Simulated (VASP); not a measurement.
Set up this calculation in VASP 6.6.1, as the native input.

- Task: single point
- Functional: LDA
- Potentials or basis: VASP PAW LDA potentials, release 64 (Ti_sv, O)
- Cutoff: 520 eV
- k mesh: 2 × 2 × 1
- Occupations: gaussian, width 0.02 eV
- Spin: collinear spin
- Starting moments: [0.0, 0.0, 0.0, 0.0, 0.0, 0.0, 0.0, 0.0, 1.0, 0.0, 0.0, 0.0, 0.0, 0.0, 0.0, 0.0, 0.0, 0.0, 0.0, 0.0, 0.0, 0.0, 0.0, 0.0, 0.0] μB
- Dipole correction: no
- Further INCAR settings: LREAL = Auto; ALGO = Normal; EDIFF = 1e-06; NBANDS = 124

The structure of Ti9O16 lies in POSCAR:

```
Ti9O16
1.0
    6.4964730000      0.0000000000      0.0000000000
    0.0000000000      5.9174000000      0.0000000000
    0.0000000000      0.0000000000     16.2282310000
Ti O
9 16
Direct
    0.0000000000      0.0000000000      0.0616210000
    0.5000000000      0.2500000000      0.0616210000
    0.5059684339      0.0125455741      0.2630761975
    1.0151422729      0.2500694933      0.2694502673
    0.0000000000      0.5000000000      0.0616210000
    0.5000000000      0.7500000000      0.0616210000
    0.5056130534      0.4877162826      0.2630160033
    0.9693169537      0.7500438241      0.2435304426
    0.2542974471      0.7502278253      0.3644889470
   -0.0051008491      0.0111655220      0.1744332516
    0.1952200000      0.2500000000      0.0616210000
    0.5000000000      0.0000000000      0.1397713000
    0.8047800000      0.2500000000      0.0616210000
    0.4356105114     -0.0241453535      0.3723112672
    0.7042336766      0.2502502992      0.2676343915
    0.0240216879     -0.0211221565      0.3295020662
    0.3048075210      0.2499079338      0.2520999655
   -0.0048987189      0.4888458569      0.1744432623
    0.1952200000      0.7500000000      0.0616210000
    0.5000000000      0.5000000000      0.1397713000
    0.8047800000      0.7500000000      0.0616210000
    0.4356783099      0.5246026612      0.3722986781
    0.6931460413      0.7500462922      0.2593959882
    0.0242330748      0.5211385461      0.3294767813
    0.2996539293      0.7500834635      0.2517474990
```

These files were run (other wordings do the same):

INCAR

```
PREC = Accurate ; ENCUT = 520
EDIFF = 1E-6 ; ISMEAR = 0
SIGMA = 0.02 ; LREAL = Auto
LASPH = True ; NELM = 150
ALGO = Normal ; ISIF = 2
LWAVE = False ; LCHARG = False
ISPIN = 2 ; MAGMOM = 0 0 0 0 0 0 0 0 1 0 0 0 0 0 0 0 0 0 0 0 0 0 0 0 0
LORBIT = 11 ; LMAXMIX = 4
GGA = CA ; NBANDS = 124
NCORE = 4
```

KPOINTS

```
Automatic mesh
0
Gamma
  2 2 1
```

Potentials or basis: VASP PAW LDA potentials, release 64 (Ti_sv, O).

Command:

```bash
$ cat potpaw_LDA.64/Ti_sv/POTCAR potpaw_LDA.64/O/POTCAR > POTCAR
$ mpirun -np 4 vasp_std > vasp.out
```

Results of the run:

```json
{
  "Largest force": "2.706 eV/Å",
  "Net moment": "-0.47 μB per cell",
  "Site moments": "Ti -0.10, -0.19, +0.07, +0.03, -0.24, -0.00 (each value once); O -0.00, +0.00 (each value once) μB",
  "Valence electrons inside the program's atomic spheres": "Ti 10.40, 10.27, 10.41, 10.31, 10.44, 10.59 (each value once); O 5.04, 5.03, 5.00, 5.01, 5.05, 5.02, 5.06, 5.08 (each value once)"
}
```

Caveat: the k points lie up to 0.53 Å⁻¹ apart.

Run time: 22 min on 4 MPI ranks on AMD EPYC 7R13 Processor (Zen 3) (shared host), peak memory 0.26 GiB a rank.
